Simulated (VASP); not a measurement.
# Cu (Im-3m) in VASP: a series of runs, part 2 of 2

VASP 6.6.1. Earlier steps stand in the parts before.

## 4. Relaxation of cell and atoms, PBEsol, target pressure 10 GPa, at which the enthalpy is minimised

File INCAR:

```
SYSTEM = Cu
PREC = Accurate
ENCUT = 600
EDIFF = 1E-7
ISMEAR = 0
SIGMA = 0.1
LREAL = .False.
LASPH = .True.
NELM = 60
ALGO = Normal
ISIF = 3
LWAVE = .False.
LCHARG = .False.
GGA = PS
IBRION = 2
NSW = 80
EDIFFG = -0.02
PSTRESS = 100.0
```

File KPOINTS:

```
Automatic mesh
0
Gamma
  23 23 23
  0 0 0
```

File POSCAR:

```
Cu
1.0
    1.4350000000      1.4350000000      1.4350000000
   -1.4350000000      1.4350000000      1.4350000000
   -1.4350000000     -1.4350000000      1.4350000000
Cu
1
Direct
    0.0000000000      0.0000000000      0.0000000000
```

Potentials or basis: VASP PAW PBE potentials, release 64 (Cu).

Run with:

```
$ cat potpaw_PBE.64/Cu/POTCAR > POTCAR
$ mpirun -np 1 vasp_std > vasp.out
```

OUTCAR:

```text
SYSTEM = Cu
   PREC = Accurate
   ENCUT = 600
   EDIFF = 1E-7
   ISMEAR = 0
   LREAL = .False.
   LASPH = .True.
   NELM = 60
   ISIF = 3
   GGA = PS
   IBRION = 2
   NSW = 80
   EDIFFG = -0.02
   PSTRESS = 100.0

 ion  position               nearest neighbor table
   1  0.000  0.000  0.000-

  LATTYP: Found a body centered cubic cell.
 ALAT       =     2.8700000000

  Lattice vectors:

 A1 = (   1.4350000000,  -1.4350000000,  -1.4350000000)
 A2 = (   1.4350000000,   1.4350000000,   1.4350000000)
 A3 = (  -1.4350000000,  -1.4350000000,   1.4350000000)

Analysis of symmetry for initial positions (statically):
=====================================================================
 Subroutine PRICEL returns:
 Original cell was already a primitive cell.

 Routine SETGRP: Setting up the symmetry group for a
 body centered cubic supercell.

 Subroutine GETGRP returns: Found 48 space group operations
 (whereof 48 operations were pure point group operations)
 out of a pool of 48 trial point group operations.

The static configuration has the point symmetry O_h .

Analysis of symmetry for dynamics (positions and initial velocities):
[... 166 lines left out ...]
  Total       -0.3795736     -0.3795736     -0.3795736     -0.0000000      0.0000000      0.0000000
  in kB      -51.4506584    -51.4506584    -51.4506584     -0.0000000      0.0000000      0.0000000
  external PRESSURE =    -151.4506584 kB  Pullay stress =     100.0000000 kB
[... 61 lines left out ...]
--------------------------------------- Ionic step        3  -------------------------------------------

 number of electron      11.0000012 magnetization

 Free energy of the ion-electron system (eV)
  ---------------------------------------------------
  ext. energy  EPLUGINS =         0.00000000
  ---------------------------------------------------
  free energy    TOTEN  =        -4.25537152 eV

  energy without entropy =       -4.25365082  energy(sigma->0) =       -4.25451117

 E-fermi :   8.5243     XC(G=0): -13.4267

 val. band max:        8.4801885586   @ k =   0.3043   0.3043   0.3043
 cond. band min:       8.5373133938   @ k =   0.4348   0.1739   0.1304
 fundamental gap:      0.0571248352
 Fermi energy:         8.5243094835

 k-point     1 :       0.0000    0.0000    0.0000
  band No.  band energies     occupation
      1      -1.5408      2.00000
      2       5.1403      2.00000
      3       5.1403      2.00000
      4       5.1403      2.00000
      5       6.3012      2.00000
      6       6.3012      2.00000
      7      34.4211      0.00000
      8      34.4211      0.00000
      9      34.4211      0.00000
[... 265 lines left out ...]
 k-point    24 :       0.1739    0.0870    0.0000
  band No.  band energies     occupation
      1      -0.6271      2.00000
      2       5.0010      2.00000
      3       5.0538      2.00000
      4       5.5294      2.00000
      5       6.1483      2.00000
      6       6.3297      2.00000
      7      29.1293      0.00000
      8      30.1050      0.00000
      9      33.2174      0.00000

 [... further k-points ...]

------------------------ aborting loop because EDIFF is reached ----------------------------------------

  FORCE on cell =-STRESS in cart. coord.  units (eV):
  Direction    XX          YY          ZZ          XY          YZ          ZX
  --------------------------------------------------------------------------------------
  -------------------------------------------------------------------------------------
  Total        0.6595287      0.6595287      0.6595287     -0.0000000     -0.0000000      0.0000000
  in kB       97.6334802     97.6334802     97.6334802     -0.0000000     -0.0000000      0.0000000
  external PRESSURE =      -2.3665198 kB  Pullay stress =     100.0000000 kB
[... 20 lines left out ...]
  energy  without entropy=       -4.2536508192  energy(sigma->0) =       -4.25451117

  enthalpy is  TOTEN    =        -3.5798566347 eV   P V=        0.6755148803

 reached required accuracy - stopping structural energy minimisation
```

It took 58 s on 1 thread of Intel Xeon Platinum 8488C (Sapphire Rapids), shared host; peak memory 0.18 GiB.

What came out:

```
Free energy                                            : -4.2554 eV
Relaxed volume                                         : 10.82 Å³/atom
Relaxed cell                                           : a = 2.414 Å, b = 2.414 Å, c = 2.414 Å, α = 70.53°, β = 109.47°, γ = 70.53°
Space group after relaxing (to 0.05 Å)                 : Im-3m (No. 229)
Energy change on relaxing (the enthalpy is what falls) : +10.3 meV/atom
Ionic steps                                            : 3
Pressure after relaxing                                : 9.8 GPa
```

The path:
| step | energy change (eV) | largest force (eV/Å) | pressure (GPa) | volume (Å³) |
| --- | --- | --- | --- | --- |
| 1 | 0.0000 | 0.0000 | -5.15 | 11.82 |
| 2 | 0.1062 | 0.0000 | 29.43 | 10.01 |
| 3 | 0.0103 | 0.0000 | 9.76 | 10.82 |

Final structure:
```
Cu
1.0
     1.39346    1.39346    1.39346
    -1.39346    1.39346    1.39346
    -1.39346   -1.39346    1.39346
Cu
1
Direct
  0.00000 0.00000 0.00000
```

Levels at points of the mesh, in eV from the Fermi level:
```
           k point  band 3  band 4  band 5  band 6  band 7  band 8
(0.00, 0.00, 0.00)   -3.38   -3.38   -2.22   -2.22   25.90   25.90
```

Caveat: the cell is relaxed towards a set pressure, so the enthalpy falls and the energy may rise; the PAW data sets were made with another functional, which shifts forces and pressure a little.

## 5. Relaxation of cell and atoms, PBEsol, target pressure 20 GPa, at which the enthalpy is minimised

File INCAR:

```
SYSTEM = Cu
PREC     = Accurate       ! precision mode
ENCUT    = 600            ! plane-wave cutoff, eV
EDIFF    = 1E-6           ! SCF threshold, eV
ISMEAR   = 0              ! smearing method
SIGMA    = 0.1            ! smearing width, eV
LREAL    = .FALSE.        ! projectors in reciprocal space
LASPH    = .TRUE.         ! aspherical terms in the spheres
NELM     = 100            ! most SCF steps
ALGO     = Normal         ! electronic algorithm
ISIF     = 3              ! what is computed and relaxed
LWAVE    = .FALSE.        ! write WAVECAR
LCHARG   = .FALSE.        ! write CHGCAR
GGA      = PS             ! functional
IBRION   = 2              ! ionic algorithm
NSW      = 80             ! ionic steps
EDIFFG   = -0.02          ! ionic threshold
PSTRESS  = 200.0
```

File KPOINTS:

```
regular mesh
0
G
  23 23 23
  0 0 0
```

POSCAR is that of step 4.

Potentials or basis: VASP PAW PBE potentials, release 64 (Cu).

Run with:

```
$ cat potpaw_PBE.64/Cu/POTCAR > POTCAR
$ mpirun -np 1 vasp_std > vasp.out
```

OUTCAR:

```text
SYSTEM = Cu
   PREC = Accurate
   ENCUT = 600
   EDIFF = 1E-6
   ISMEAR = 0
   LREAL = .FALSE.
   LASPH = .TRUE.
   NELM = 100
   ISIF = 3
   GGA = PS
   IBRION = 2
   NSW = 80
   EDIFFG = -0.02
   PSTRESS = 200.0

 ion  position               nearest neighbor table
   1  0.000  0.000  0.000-

  LATTYP: Found a body centered cubic cell.
 ALAT       =     2.8700000000

  Lattice vectors:

 A1 = (   1.4350000000,  -1.4350000000,  -1.4350000000)
 A2 = (   1.4350000000,   1.4350000000,   1.4350000000)
 A3 = (  -1.4350000000,  -1.4350000000,   1.4350000000)

Analysis of symmetry for initial positions (statically):
=====================================================================
 Subroutine PRICEL returns:
 Original cell was already a primitive cell.

 Routine SETGRP: Setting up the symmetry group for a
 body centered cubic supercell.

 Subroutine GETGRP returns: Found 48 space group operations
 (whereof 48 operations were pure point group operations)
 out of a pool of 48 trial point group operations.

The static configuration has the point symmetry O_h .

Analysis of symmetry for dynamics (positions and initial velocities):
=====================================================================
 Subroutine PRICEL returns:
 Original cell was already a primitive cell.

 Routine SETGRP: Setting up the symmetry group for a
 body centered cubic supercell.

 Subroutine GETGRP returns: Found 48 space group operations
 (whereof 48 operations were pure point group operations)
 out of a pool of 48 trial point group operations.

The dynamic configuration has the point symmetry O_h .

 Subroutine INISYM returns: Found 48 space group operations
 (whereof 48 operations are pure point group operations),
 and found     1 'primitive' translations

----------------------------------------------------------------------------------------

                                     Primitive cell

  volume of cell :      11.8200

  direct lattice vectors                    reciprocal lattice vectors
[... 110 lines left out ...]
   GGA     = PS    functional components
   LHFCALC =     F    Hartree Fock is set to
   AEXX    =    0.0000 exact exchange contribution
   IVDW    =     0    specifies the selected vdW correction
   LEPSILON=     F    determine dielectric tensor
   LRPA    =     F    only Hartree local field effects (RPA)
 conjugate gradient relaxation of ions
 non-spin polarized calculation
 Gauss-broadening in eV      SIGMA  =   0.10
  energy-cutoff  :      600.00
  volume of cell :       11.82
 maximum number of plane-waves:       410
   NGX =  9   NGY =  9   NGZ =  9

--------------------------------------- Ionic step        1  -------------------------------------------

 number of electron      10.9999996 magnetization

 Free energy of the ion-electron system (eV)
  ---------------------------------------------------
  ext. energy  EPLUGINS =         0.00000000
  ---------------------------------------------------
  free energy    TOTEN  =        -4.26569522 eV

  energy without entropy =       -4.26405477  energy(sigma->0) =       -4.26487499

------------------------ aborting loop because EDIFF is reached ----------------------------------------

  FORCE on cell =-STRESS in cart. coord.  units (eV):
  Direction    XX          YY          ZZ          XY          YZ          ZX
  --------------------------------------------------------------------------------------
  -------------------------------------------------------------------------------------
  Total       -0.3797063     -0.3797063     -0.3797063      0.0000000     -0.0000000      0.0000000
  in kB      -51.4686348    -51.4686348    -51.4686348      0.0000000     -0.0000000      0.0000000
  external PRESSURE =    -251.4686348 kB  Pullay stress =     200.0000000 kB
[... 24 lines left out ...]
--------------------------------------- Ionic step        2  -------------------------------------------

 number of electron      11.0000005 magnetization

 E-fermi :  11.4846     XC(G=0): -14.6350

 val. band max:       11.4796647166   @ k =   0.4348   0.1304   0.1304
 cond. band min:      11.4970032272   @ k =   0.4348   0.1739   0.1304
 fundamental gap:      0.0173385107
 Fermi energy:        11.4845800567

 k-point     1 :       0.0000    0.0000    0.0000
  band No.  band energies     occupation
      1      -0.3140      2.00000
      2       7.2777      2.00000
      3       7.2777      2.00000
      4       7.2777      2.00000
      5       8.8137      2.00000
      6       8.8137      2.00000
      7      39.1591      0.00000
      8      39.1591      0.00000
      9      39.1591      0.00000
[... 349 lines left out ...]
--------------------------------------- Ionic step        4  -------------------------------------------

 number of electron      11.0000005 magnetization

 Free energy of the ion-electron system (eV)
  ---------------------------------------------------
  ext. energy  EPLUGINS =         0.00000000
  ---------------------------------------------------
  free energy    TOTEN  =        -4.21305253 eV

  energy without entropy =       -4.21142189  energy(sigma->0) =       -4.21223721

 E-fermi :   9.1337     XC(G=0): -13.6929

 val. band max:        9.1287470869   @ k =  -0.4783   0.0870   0.0000
 cond. band min:       9.1506937457   @ k =   0.4348   0.1739   0.1304
 fundamental gap:      0.0219466588
 Fermi energy:         9.1337294910

 k-point     1 :       0.0000    0.0000    0.0000
  band No.  band energies     occupation
      1      -1.2952      2.00000
      2       5.5879      2.00000
      3       5.5879      2.00000
      4       5.5879      2.00000
      5       6.8248      2.00000
      6       6.8248      2.00000
      7      35.4494      0.00000
      8      35.4494      0.00000
      9      35.4494      0.00000
[... 308 lines left out ...]
  energy  without entropy=       -4.2114218874  energy(sigma->0) =       -4.21223721

  enthalpy is  TOTEN    =        -2.9198461073 eV   P V=        1.2932064223

 reached required accuracy - stopping structural energy minimisation
```

It took 74 s on 1 thread of Intel Xeon Platinum 8488C (Sapphire Rapids), shared host; peak memory 0.18 GiB.

What came out:

| Item | Value |
| --- | --- |
| Free energy | -4.2131 eV |
| Relaxed volume | 10.36 Å³/atom |
| Relaxed cell | a = 2.379 Å, b = 2.379 Å, c = 2.379 Å, α = 70.53°, β = 109.47°, γ = 70.53° |
| Space group after relaxing (to 0.05 Å) | Im-3m (No. 229) |
| Energy change on relaxing (the enthalpy is what falls) | +52.6 meV/atom |
| Ionic steps | 4 |
| Pressure after relaxing | 19.9 GPa |

The path:
```
step  energy change (eV)  largest force (eV/Å)  pressure (GPa)  volume (Å³)
   1              0.0000                0.0000           -5.15        11.82
   2              0.4415                0.0000           73.68         8.92
   3              0.0476                0.0000           18.73        10.40
   4              0.0526                0.0000           19.87        10.36
```

Final structure:
```yaml
crystal:
  lattice:
    - [1.37329, 1.37329, 1.37329]
    - [-1.37329, 1.37329, 1.37329]
    - [-1.37329, -1.37329, 1.37329]
  atoms:
    - { symbol: Cu, position: [0.00000, 0.00000, 0.00000] }
```

Levels at points of the mesh, in eV from the Fermi level:
```tsv
k point	band 3	band 4	band 5	band 6	band 7	band 8	band 9
(0.00, 0.00, 0.00)	-3.55	-3.55	-2.31	-2.31	26.32	26.32	26.32
```

Caveat: the cell is relaxed towards a set pressure, so the enthalpy falls and the energy may rise; the PAW data sets were made with another functional, which shifts forces and pressure a little.

## 6. Overview

```tsv
cell	gap on the mesh (eV)	pressure (GPa)
relaxed	none	0.0
relaxed to 5 GPa	none	4.9
relaxed to 10 GPa	none	9.8
relaxed to 20 GPa	none	19.9
```

Alike in all rows: task relaxation of cell and atoms; level PBEsol; potentials or basis VASP PAW PBE potentials, release 64 (Cu); no spin polarisation; k mesh 23 × 23 × 23; cutoff (eV) 600; smearing gaussian 0.1 eV.

Caveats: the PAW data sets were made with another functional, which shifts forces and pressure a little; the cell is relaxed towards a set pressure, so the enthalpy falls and the energy may rise (some runs).

Absolute energies hang on the potentials; compare differences alone.
